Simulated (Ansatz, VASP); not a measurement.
# BF in VASP and in Ansatz

```xyz
4
Lattice="1.5908 -1.5908 0.0033 1.5908 1.5908 0.0033 -0.2566 0.0000 9.4121" Properties=species:S:1:pos:R:3 pbc="T T T"
B     2.1419   -0.7744    8.7760
B     2.2701    0.7744    4.0699
F     1.4768   -0.0213    3.0322
F     1.3485    0.0213    7.7382
```

Change from the starting cell: species swapped into the CuO type (Cc, No. 9).

Alike in both runs: functional PBE; k mesh 12 × 12 × 4; occupations gaussian, width 0.02 eV; no spin polarisation.

Ansatz relaxed the structure, and its values are those at the end. VASP's run is a single point on that final structure, the one shown.

|  | VASP | Ansatz |
| --- | --- | --- |
| version | VASP 6.6.1 | Ansatz 0.2.0 |
| potentials or method | VASP PAW PBE potentials, release 64 (B_h, F_h), cutoff 910 eV | scalar-relativistic, plane waves, PAW |
| valence electrons in the cell | 20 | 20 |

Ansatz gave:

| Item | Value |
| --- | --- |
| gap on the k mesh at the Fermi level (eV) | 0.81 |
| least direct gap on the mesh (eV) | 1.30 |
| rms of the force components (eV/Å) | 0.001 |

Problem. Estimate VASP's values.

Solution. gap on the k mesh at the Fermi level (eV): 0.81; least direct gap on the mesh (eV): 1.31; rms of the force components (eV/Å): 0.008.

Noted on VASP's run: the cutoff is short for stress, so the pressure is rough.
